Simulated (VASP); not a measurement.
Here is a VASP 6.6.1 calculation.

File INCAR:

```
PREC     = Accurate       # precision mode
ENCUT    = 600            # plane-wave cutoff, eV
EDIFF    = 1E-7           # SCF threshold, eV
ISMEAR   = 0              # smearing method
SIGMA    = 0.1            # smearing width, eV
LREAL    = F              # projectors in reciprocal space
LASPH    = T              # aspherical terms in the spheres
NELM     = 80             # most SCF steps
ALGO     = Fast           # electronic algorithm
ISIF     = 3              # what is computed and relaxed
LWAVE    = F              # write WAVECAR
LCHARG   = F              # write CHGCAR
GGA      = PE             # functional
IBRION   = 2              # ionic algorithm
NSW      = 100            # ionic steps
EDIFFG   = -0.01          # ionic threshold
```

The input KPOINTS:

```
Automatic mesh
0
Gamma
  34 34 34
```

The input POSCAR:

```
Be
1.0
   -1.1135624628      1.1410760762      1.5591552226
    1.1135624628     -1.1410760762      1.5591552226
    1.1135624628      1.1410760762     -1.5591552226
Be
1
Direct
    0.5000000000      0.0000000000      0.5000000000
```

Potentials or basis: VASP PAW PBE potentials, release 64 (Be).

Launch:

```console
$ cat potpaw_PBE.64/Be/POTCAR > POTCAR
$ mpirun -np 1 vasp_std > vasp.out
```

Question: Predict the band gap on the k mesh.

Answer: Zero (bands 1 and 2 overlap by 0.84 eV).

Question: Estimate the space group after relaxing (to 0.1 Å).

Answer: Fm-3m (No. 225).

Question: What does it give for the relaxed cell?

Answer: a = 2.234 Å, b = 2.234 Å, c = 2.234 Å, α = 120.00°, β = 119.99°, γ = 90.01°.

Question: What does it give for the relaxed volume?

Answer: 7.88 Å³/atom.

The path:
```tsv
step	energy change (eV)	largest force (eV/Å)	pressure (GPa)	volume (Å³)
1	0.0000	0.0000	-0.39	7.92
2	-0.0024	0.0000	-0.29	7.90
3	-0.0027	0.0000	-0.15	7.89
4	-0.0027	0.0000	-0.13	7.89
5	-0.0028	0.0000	0.00	7.88
6	-0.0029	0.0000	0.26	7.86
7	-0.0029	0.0000	0.29	7.86
8	-0.0029	0.0000	-0.05	7.88
```
